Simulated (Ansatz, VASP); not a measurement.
CuSb: VASP beside Ansatz

```
Cu Sb
1.0
     0.00000    2.90014    2.90014
     2.90014    0.00000    2.90014
     2.90014    2.90014    0.00000
Cu Sb
1 1
Direct
  0.00000 0.00000 0.00000
  0.25000 0.25000 0.25000
```

Alike in both runs: task single point; functional r2SCAN; k mesh 10 × 10 × 10; occupations fermi-dirac, width 0.001 eV; no spin polarisation.

|  | VASP | Ansatz |
| --- | --- | --- |
| version | VASP 6.6.1 | Ansatz 0.2.0 |
| potentials or method | VASP PAW PBE potentials, release 64 (Cu, Sb), cutoff 660 eV | scalar-relativistic, plane waves, PAW |
| valence electrons in the cell | 16 | 34 |

|  | VASP | Ansatz | Ansatz less VASP |
| --- | --- | --- | --- |
| pressure (GPa) | 0.0 | 0.0 | -0.01 |

VASP's potentials were made for PBE, not for r2SCAN. VASP's potentials hold 16 valence electrons a cell and Ansatz's 34, so a difference there can come from the potentials and not from the codes.

Neither program's run includes spin-orbit coupling.
